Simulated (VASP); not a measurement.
Write the native input for VASP 6.6.1 that does the following.

```
Task                   : single point
Functional             : r2SCAN
Potentials or basis    : VASP PAW PBE potentials, release 64 (Ga_d, P)
Cutoff                 : 520 eV
k mesh                 : 8 × 8 × 8
Occupations            : gaussian, width 0.05 eV
Spin                   : no spin polarisation
Dipole correction      : no
Further INCAR settings : ALGO = Normal; EDIFF = 1e-06; NBANDS = 16
```

The system is GaP.

```xyz
2
Lattice="0.0000 2.7252 2.7252 2.5890 0.0000 2.7252 2.5890 2.7252 0.0000" Properties=species:S:1:pos:R:3 pbc="T T T"
Ga    0.0000    0.0000    0.0000
P     3.8835    4.0879    4.0879
```

This cell differs from its parent crystal: strain -0.0500 x Voigt [1, 0, 0, 0, 0, 0].

These files were run (other wordings do the same):

POSCAR

```
GaP
1.0
    0.0000000000      2.7252500000      2.7252500000
    2.5889875000      0.0000000000      2.7252500000
    2.5889875000      2.7252500000      0.0000000000
Ga P
1 1
Direct
    0.0000000000      0.0000000000      0.0000000000
    0.7500000000      0.7500000000      0.7500000000
```

INCAR.step1

```
SYSTEM = GaP
PREC     = Accurate       ! precision mode
ENCUT    = 520            ! plane-wave cutoff, eV
ISMEAR   = 0              ! smearing method
SIGMA    = 0.05           ! smearing width, eV
LREAL    = .False.        ! projectors in reciprocal space
LASPH    = .True.         ! aspherical terms in the spheres
NELM     = 100            ! most SCF steps
NBANDS   = 16             ! bands
GGA      = PE             ! functional
ALGO     = Normal         ! electronic algorithm
EDIFF    = 1E-4           ! SCF threshold, eV
LWAVE    = .True.         ! write WAVECAR
LCHARG   = .False.        ! write CHGCAR
```

INCAR.step2

```
SYSTEM = GaP
PREC     = Accurate       ! precision mode
ENCUT    = 520            ! plane-wave cutoff, eV
EDIFF    = 1E-6           ! SCF threshold, eV
ISMEAR   = 0              ! smearing method
SIGMA    = 0.05           ! smearing width, eV
LREAL    = .False.        ! projectors in reciprocal space
LASPH    = .True.         ! aspherical terms in the spheres
NELM     = 100            ! most SCF steps
ALGO     = Normal         ! electronic algorithm
ISIF     = 2              ! what is computed and relaxed
LWAVE    = .False.        ! write WAVECAR
LCHARG   = .False.        ! write CHGCAR
METAGGA  = R2SCAN         ! meta-GGA
LMIXTAU  = .True.       
NBANDS   = 16             ! bands
ISTART   = 1
```

KPOINTS

```
regular mesh
0
Gamma
  8 8 8
  0 0 0
```

Potentials or basis: VASP PAW PBE potentials, release 64 (Ga_d, P).

Command:

```sh
$ cat potpaw_PBE.64/Ga_d/POTCAR potpaw_PBE.64/P/POTCAR > POTCAR
$ cp INCAR.step1 INCAR
$ mpirun -np 1 vasp_std > vasp.out
$ cp INCAR.step2 INCAR
$ mpirun -np 1 vasp_std > vasp.out
```

It gave:

```json
{
 "Pressure": "5.0 GPa",
 "Band gap on the k mesh": "1.29 eV, indirect (least direct gap 2.59 eV)"
}
```

Caveat: the cell differs from its parent crystal (strain -0.0500 x Voigt [1, 0, 0, 0, 0, 0]); the PAW data sets were made with another functional, which shifts forces and pressure a little.

It took 72 s on 1 thread of Intel(R) Xeon(R) 6975P-C (Granite Rapids) (shared host), peak memory 0.19 GiB.
